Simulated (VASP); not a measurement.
SrW2, 3 atoms in the cell. Symmetry: P-3m1, No. 164, trigonal system. Conventional cell: a = 3.645 Å, b = 3.645 Å, c = 7.756 Å, α = 90.00°, β = 90.00°, γ = 120.00°. Within 4.7 Å of Sr (site symmetry -3m) lie 6 W at 3.56 Å and 6 Sr at 3.65 Å. W (site symmetry 3m) has 9 W at 2.91 to 3.65 Å and 3 Sr at 3.56 Å within 3.8 Å. The cell was built from a structure type or drawn by symmetry, and may not be a known phase.

* Program: VASP 6.6.1
* Task: relaxation of cell and atoms
* Functional: PBE
* Potentials or basis: VASP PAW PBE potentials, release 64 (Sr_sv, W_sv)
* Cutoff: 600 eV
* k mesh: 6 × 6 × 2
* Occupations: gaussian, width 0.1 eV
* Spin: no spin polarisation
* Dipole correction: no
* Further INCAR settings: ALGO = Normal; EDIFF = 1e-06; IBRION = 2; EDIFFG = -0.04; NSW = 90; ISIF = 3

Potentials or basis: VASP PAW PBE potentials, release 64 (Sr_sv, W_sv).

Command:

```console
$ cat potpaw_PBE.64/Sr_sv/POTCAR potpaw_PBE.64/W_sv/POTCAR > POTCAR
$ mpirun -np 1 vasp_std > vasp.out
```

Hardware: 1 thread of Intel(R) Xeon(R) Platinum 8488C (Sapphire Rapids), on a shared host.

Task: How long does it take, and how much memory?

Result: Wall time 3.1 min on 1 thread of Intel(R) Xeon(R) Platinum 8488C (Sapphire Rapids) (shared host), peak memory 0.25 GiB. Counts: scf iterations 92, k points 14, ion steps 9.
